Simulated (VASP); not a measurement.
C, 2 atoms in the cell. It takes space group Fmmm (No. 69, orthorhombic). The conventional cell has a = 2.504 Å, b = 4.337 Å, c = 6.827 Å, α = 90.00°, β = 90.00°, γ = 90.00°. Within 1.9 Å of C (site symmetry m2m) lie 3 C at 1.45 Å. 

| Item | Value |
| --- | --- |
| Program | VASP 6.6.1 |
| Task | single point |
| Functional | PBEsol |
| Potentials or basis | VASP PAW PBE potentials, release 64 (C) |
| Cutoff | 520 eV |
| k mesh | 14 × 14 × 14 |
| Occupations | methfessel-paxton, width 0.15 eV |
| Spin | no spin polarisation |
| Dipole correction | no |
| Further INCAR settings | ALGO = Normal; EDIFF = 1e-06; NBANDS = 11 |

Potentials or basis: VASP PAW PBE potentials, release 64 (C).

Command:

```bash
$ cat potpaw_PBE.64/C/POTCAR > POTCAR
$ mpirun -np 1 vasp_std > vasp.out
```

Hardware: 1 thread of Intel Xeon 8259CL, on a shared host.

Problem. Estimate the wall time of this run.

Solution. Wall time 2.5 min on 1 thread of Intel Xeon 8259CL, with other jobs on the host, peak memory 0.19 GiB. Counts: scf iterations 11, k points 428.
